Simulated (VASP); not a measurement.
Si, 2 atoms in the cell. It takes space group Fd-3m (No. 227, cubic). Conventional cell: a = 5.413 Å, b = 5.413 Å, c = 5.413 Å, α = 90.00°, β = 90.00°, γ = 90.00°. Si (site symmetry -43m) has 4 Si at 2.34 Å within 3.1 Å.  This cell differs from its parent crystal: volume scaled by 0.99.

```yaml
Program: VASP 6.6.1
Task: single point
Functional: LDA
Potentials_or_basis: VASP PAW LDA potentials, release 64 (Si)
Cutoff: 520 eV
k_mesh: 11 × 11 × 11
Occupations: fermi-dirac, width 0.08 eV
Spin: no spin polarisation
Dipole_correction: no
Further_INCAR_settings: ALGO = Normal; EDIFF = 1e-06; NBANDS = 11
```

Potentials or basis: VASP PAW LDA potentials, release 64 (Si).

Launch:

```console
$ cat potpaw_LDA.64/Si/POTCAR > POTCAR
$ mpirun -np 1 vasp_std > vasp.out
```

Hardware: 1 thread of AMD EPYC 9R14 (Zen 4) (shared host).

Q: Estimate the wall time of this run.

A: Run time: 9.9 s on 1 thread of AMD EPYC 9R14 (Zen 4) (shared host), peak memory 0.11 GiB. Counts: scf iterations 11, k points 56.
